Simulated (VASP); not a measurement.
Runs of VASP 6.6.1 on Ti. The structure is that of space group Fm-3m (No. 225), or close to it. The cells are those of the table. 

```tsv
task	cell	cutoff (eV)	gap on the mesh (eV)	pressure (GPa)
electric field gradients	a = 2.914, b = 2.914, c = 2.871 Å, angles 60.5, 60.5, 59.0°, 1 atom	520	none	-7.9
electric field gradients	a = 2.842 Å, angles 61.3°, 1 atom	520	none	-4.9
electric field gradients	a = 2.861 Å, angles 60.0°, 1 atom	400	none	(a)
electric field gradients	a = 2.852 Å, angles 60.0°, 1 atom	400	none	-3.5
single point	a = 2.915 Å, angles 58.0°, 1 atom	520	none	-4.9
electric field gradients	a = 2.900 Å, angles 58.7°, 1 atom	520	none	-4.9
electric field gradients	a = 2.880 Å, angles 60.0°, 1 atom	400	none	-6.7
```

Alike in all rows: level LDA; potentials or basis VASP PAW LDA potentials, release 64 (Ti_sv); no spin polarisation; k mesh 15 × 15 × 15; smearing fermi-dirac 0.05 eV.

Task: Fill in the values left out.

Result: (a) -4.6.

A gap of «none» marks levels without a gap at the run's occupations.
